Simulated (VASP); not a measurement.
# NaCl in VASP: a series of runs, part 2 of 3

VASP 6.6.1. The steps go on from the part before.

### 3 Single point, PBE (shear xy strain +2.3%)

Input file INCAR:

```
SYSTEM = NaCl
ALGO = Normal
EDIFF = 1E-6
ENCUT = 520
GGA = PE
ISIF = 2
ISMEAR = -1
LASPH = .True.
LCHARG = .True.
LELF = .True.
LREAL = .False.
LVHAR = .True.
LWAVE = .False.
NBANDS = 14
NELM = 80
PREC = Accurate
SIGMA = 0.02
```

Input file KPOINTS:

```
k-points
0
Gamma
  8 8 8
  0 0 0
```

Input file POSCAR:

```
NaCl
1.0
    0.0326518274      2.8027319622      2.8027319622
    2.8027319622      0.0326518274      2.8027319622
    2.8353837895      2.8353837895     -0.0000000001
Na Cl
1 1
Direct
    0.0000000000      0.0000000000      0.0000000000
    0.5000000000      0.5000000000      0.5000000000
```

Potentials or basis: VASP PAW PBE potentials, release 64 (Na_pv, Cl).

On the command line:

```
> cat potpaw_PBE.64/Na_pv/POTCAR potpaw_PBE.64/Cl/POTCAR > POTCAR
> mpirun -np 1 vasp_std > vasp.out
```

OUTCAR:

```text
SYSTEM = NaCl
   EDIFF = 1E-6
   ENCUT = 520
   GGA = PE
   ISIF = 2
   ISMEAR = -1
   LASPH = .True.
   LREAL = .False.
   NELM = 80
   PREC = Accurate

 ion  position               nearest neighbor table
   1  0.000  0.000  0.000-
   2  0.500  0.500  0.500-

  LATTYP: Found a body centered orthorhombic cell.
 ALAT       =     3.9174848955
 B/A-ratio  =     1.0235746446
 C/A-ratio  =     1.4308833535

  Lattice vectors:

 A1 = (   2.8027319621,   0.0326518273,  -2.8027319623)
 A2 = (  -2.8027319622,  -0.0326518274,  -2.8027319622)
 A3 = (   0.0326518274,   2.8027319622,   2.8027319622)

Analysis of symmetry for initial positions (statically):
=====================================================================
 Subroutine PRICEL returns:
 Original cell was already a primitive cell.

 Routine SETGRP: Setting up the symmetry group for a
 body centered orthorhombic supercell.

 Subroutine GETGRP returns: Found  8 space group operations
 (whereof  8 operations were pure point group operations)
 out of a pool of  8 trial point group operations.

The static configuration has the point symmetry D_2h.

Analysis of symmetry for dynamics (positions and initial velocities):
=====================================================================
 Subroutine PRICEL returns:
 Original cell was already a primitive cell.

 Routine SETGRP: Setting up the symmetry group for a
 body centered orthorhombic supercell.

 Subroutine GETGRP returns: Found  8 space group operations
 (whereof  8 operations were pure point group operations)
 out of a pool of  8 trial point group operations.

The dynamic configuration has the point symmetry D_2h.

 Subroutine INISYM returns: Found  8 space group operations
 (whereof  8 operations are pure point group operations),
 and found     1 'primitive' translations

----------------------------------------------------------------------------------------

                                     Primitive cell

  volume of cell :      44.0267

  direct lattice vectors                    reciprocal lattice vectors
     0.032651827  2.802731962  2.802731962    -0.180500193  0.180500193  0.178397366
     2.802731962  0.032651827  2.802731962     0.180500193 -0.180500193  0.178397366
     2.835383789  2.835383789 -0.000000000     0.176342971  0.176342971 -0.178397366

  length of vectors
     3.963796040  3.963796040  4.009838210     0.311426171  0.311426171  0.306625679

  position of ions in fractional coordinates (direct lattice)
     0.000000000  0.000000000  0.000000000
     0.500000000  0.500000000  0.500000000

  ion indices of the primitive-cell ions
   primitive index   ion index
                 1           1
                 2           2

----------------------------------------------------------------------------------------

 KPOINTS: k-points

Automatic generation of k-mesh.
 Grid dimensions read from file:
 generate k-points for:    8    8    8

 Generating k-lattice:

  Cartesian coordinates                     Fractional coordinates (reciprocal lattice)
    -0.022562524  0.022562524  0.022299671     0.125000000 -0.000000000 -0.000000000
     0.022562524 -0.022562524  0.022299671    -0.000000000  0.125000000 -0.000000000
     0.022042871  0.022042871 -0.022299671     0.000000000  0.000000000  0.125000000

  Length of vectors
     0.038928271  0.038928271  0.038328210

  Shift w.r.t. Gamma in fractional coordinates (k-lattice)
     0.000000000  0.000000000  0.000000000

 Subroutine IBZKPT returns following result:
 ===========================================

 Found     95 irreducible k-points:

 Following reciprocal coordinates:
            Coordinates               Weight
  0.000000  0.000000  0.000000      1.000000
  0.125000  0.000000  0.000000      4.000000
  0.250000  0.000000  0.000000      4.000000
  0.375000  0.000000  0.000000      4.000000
  0.500000  0.000000  0.000000      2.000000
  0.125000  0.125000  0.000000      2.000000
[... 16 lines left out ...]
  0.125000  0.000000  0.125000      4.000000
  0.250000  0.000000  0.125000      8.000000
 [... further k-points ...]
   k-points           NKPTS =     95   k-points in BZ     NKDIM =     95   number of bands    NBANDS=     14
   number of dos      NEDOS =    301   number of ions     NIONS =      2
   total plane-waves  NPLWV =  27000
   dimension x,y,z NGX =    30 NGY =   30 NGZ =   30
   dimension x,y,z NGXF=    60 NGYF=   60 NGZF=   60
   ions per type =               1   1
   NGX,Y,Z   is equivalent  to a cutoff of  12.58, 12.58, 12.44 a.u.
   NGXF,Y,Z  is equivalent  to a cutoff of  25.16, 25.16, 24.88 a.u.
 SYSTEM =  NaCl
   PREC   = accura    normal or accurate (medium, high low for compatibility)
   ISTART =      0    job   : 0-new  1-cont  2-samecut
   ICHARG =      2    charge: 1-file 2-atom 10-const
   ISPIN  =      1    spin polarized calculation?
   LNONCOLLINEAR =      F non collinear calculations
   LSORBIT =      F    spin-orbit coupling
   LASPH  =      T    aspherical Exc in radial PAW
   ENCUT  =  520.0 eV  38.22 Ry    6.18 a.u.   7.37  7.37  7.46*2*pi/ulx,y,z
   NELM   =     80;   NELMIN=  2; NELMDL= -5     # of ELM steps
   EDIFF  = 0.1E-05   stopping-criterion for ELM
   LREAL  =      F    real-space projection
   EDIFFG = 0.1E-04   stopping-criterion for IOM
   NSW    =      0    number of steps for IOM
   IBRION =     -1    ionic relax: 0-MD 1-quasi-New 2-CG
   NFREE  =      0    steps in history (QN), initial steepest desc. (CG)
   ISIF   =      2    stress and relaxation
   ISYM   =      2    0-nonsym 1-usesym 2-fastsym
   POTIM  = 0.5000    time-step for ionic-motion
   TEBEG  =    0.0;   TEEND  =   0.0 temperature during run
   PSTRESS=    0.0 pullay stress
   NELECT =      14.0000    total number of electrons
   NUPDOWN=      -1.0000    fix difference up-down
   EMIN   =  10.00;   EMAX   =-10.00  energy-range for DOS
   EFERMI =   0.00;   METHOD = LEGACY
   ISMEAR =    -1;   SIGMA  =   0.02  broadening in eV -4-tet -1-fermi 0-gaus
   EFERMI_NEDOS =   21; number of points for ismear=-14 and -15
   IALGO  =     38    algorithm
   IMIX   =      4    mixing-type and parameters
     AMIX     =   0.40;   BMIX     =  1.00
     AMIX_MAG =   1.60;   BMIX_MAG =  1.00
  volume/ion in A,a.u.               =      22.01       148.55
  Fermi-wavevector in a.u.,A,eV,Ry     =   1.117409  2.111597 16.988281  1.248603
  Thomas-Fermi vector in A             =   2.254032
   LORBIT       =      0    0 simple, 1 ext, 2 COOP (PROOUT), +10 PAW based schemes
   GGA     = PE    functional components
[... 5 lines left out ...]
 non-spin polarized calculation
  energy-cutoff  :      520.00
  volume of cell :       44.03
 maximum number of plane-waves:      1219
 NGX is ok and might be reduce to    30
   NGX = 15   NGY = 15   NGZ = 15

 number of electron      14.0000001 magnetization

 Free energy of the ion-electron system (eV)
  ---------------------------------------------------
  ext. energy  EPLUGINS =         0.00000000
  ---------------------------------------------------
  free energy    TOTEN  =        -6.76845803 eV

  energy without entropy =       -6.76845803  energy(sigma->0) =       -6.76845803

 E-fermi :  -0.1932     XC(G=0):  -8.2460

 val. band max:       -0.5773526799   @ k =   0.0000   0.0000   0.0000
 cond. band min:       4.5548928372   @ k =   0.0000   0.0000   0.0000
 fundamental gap:      5.1322455171
 Fermi energy:        -0.1932038450

 k-point     1 :       0.0000    0.0000    0.0000
  band No.  band energies     occupation
      1     -21.4091      2.00000
      2     -21.4074      2.00000
      3     -21.4057      2.00000
      4     -13.3236      2.00000
      5      -0.6650      2.00000
      6      -0.6233      2.00000
      7      -0.5774      2.00000
      8       4.5549      0.00000
      9      10.3558      0.00000
     10      10.5197      0.00000
     11      10.6821      0.00000
     12      12.7020      0.00000
     13      12.7076      0.00000
     14      14.3350      0.00000
[... 375 lines left out ...]
 k-point    24 :       0.2500    0.0000    0.1250
  band No.  band energies     occupation
      1     -21.4216      2.00000
      2     -21.4102      2.00000
      3     -21.4077      2.00000
      4     -13.1600      2.00000
      5      -1.5602      2.00000
      6      -0.8503      2.00000
      7      -0.8225      2.00000
      8       6.0679      0.00000
      9       9.1408      0.00000
     10      10.6384      0.00000
     11      11.1824      0.00000
     12      11.7698      0.00000
     13      13.2089      0.00000
     14      16.2145      0.00000

 [... further k-points ...]

------------------------ aborting loop because EDIFF is reached ----------------------------------------

  FORCE on cell =-STRESS in cart. coord.  units (eV):
  Direction    XX          YY          ZZ          XY          YZ          ZX
  --------------------------------------------------------------------------------------
  -------------------------------------------------------------------------------------
  Total        0.3433508      0.3433508      0.3400311     -0.0807623      0.0000000      0.0000000
  in kB       12.4949041     12.4949041     12.3740956     -2.9390258      0.0000000      0.0000000
  external PRESSURE =      12.4546346 kB  Pullay stress =       0.0000000 kB

 VOLUME and BASIS-vectors are now :
 -----------------------------------------------------------------------------
  energy-cutoff  :      520.00
  volume of cell :       44.03
      direct lattice vectors                 reciprocal lattice vectors
     0.032651827  2.802731962  2.802731962    -0.180500193  0.180500193  0.178397366
     2.802731962  0.032651827  2.802731962     0.180500193 -0.180500193  0.178397366
     2.835383789  2.835383789 -0.000000000     0.176342971  0.176342971 -0.178397366

 POSITION                                       TOTAL-FORCE (eV/Angst)
 -----------------------------------------------------------------------------------
      0.00000      0.00000      0.00000         0.000000      0.000000      0.000000
      2.83538      2.83538      2.80273        -0.000000      0.000000     -0.000000
 -----------------------------------------------------------------------------------
    total drift:                               -0.000000      0.000000      0.000000

  FREE ENERGIE OF THE ION-ELECTRON SYSTEM (eV)
  ---------------------------------------------------
  free  energy   TOTEN  =        -6.7684580339 eV

  energy  without entropy=       -6.7684580339  energy(sigma->0) =       -6.76845803
```

OSZICAR:

```text
N       E                     dE             d eps       ncg     rms          rms(c)
DAV:   1     0.100918084728E+03    0.10092E+03   -0.70643E+03  2682   0.100E+03
DAV:   2     0.122614578521E+01   -0.99692E+02   -0.91745E+02  2904   0.271E+02
DAV:   3    -0.683731853942E+01   -0.80635E+01   -0.80167E+01  3458   0.723E+01
DAV:   4    -0.696070060380E+01   -0.12338E+00   -0.12333E+00  3086   0.968E+00
DAV:   5    -0.696337208122E+01   -0.26715E-02   -0.26712E-02  3512   0.146E+00    0.216E+00
DAV:   6    -0.677443150494E+01    0.18894E+00   -0.31192E-01  3304   0.327E+00    0.161E+00
DAV:   7    -0.676292194876E+01    0.11510E-01   -0.81159E-02  3562   0.165E+00    0.110E+00
DAV:   8    -0.676847872152E+01   -0.55568E-02   -0.97735E-03  3038   0.855E-01    0.302E-01
DAV:   9    -0.676835669828E+01    0.12202E-03   -0.21917E-04  3428   0.115E-01    0.161E-01
DAV:  10    -0.676846818052E+01   -0.11148E-03   -0.30681E-04  3098   0.140E-01    0.654E-02
DAV:  11    -0.676845793041E+01    0.10250E-04   -0.19042E-05  3488   0.412E-02    0.143E-02
DAV:  12    -0.676845803387E+01   -0.10346E-06   -0.22451E-06  3128   0.142E-02
   1 F= -.67684580E+01 E0= -.67684580E+01  d E =-.140680E-10
```

stdout:

```text
POSCAR found type information on POSCAR NaCl
 POSCAR found :  2 types and       2 ions
 scaLAPACK will be used
 LDA part: xc-table for (Slater+PW92), standard interpolation
 POSCAR, INCAR and KPOINTS ok, starting setup
 FFT: planning ... GRIDC
 FFT: planning ... GRID_SOFT
 FFT: planning ... GRID
 WAVECAR not read
 entering main loop
```

Wall time 87 s (1 thread of Intel Xeon 8259CL, shared host); peak memory 0.19 GiB.

Results:

```yaml
Free_energy: -6.7685 eV
Pressure: 1.2 GPa
Band_gap_on_the_k_mesh: 5.13 eV
```

Stress tensor (GPa, compression positive):
```
 1.25 -0.29  0.00
-0.29  1.25  0.00
 0.00  0.00  1.24
```

Caveat: the cell differs from its parent crystal (shear xy strain +2.3%).

(Part 2 of 3 ends here.)
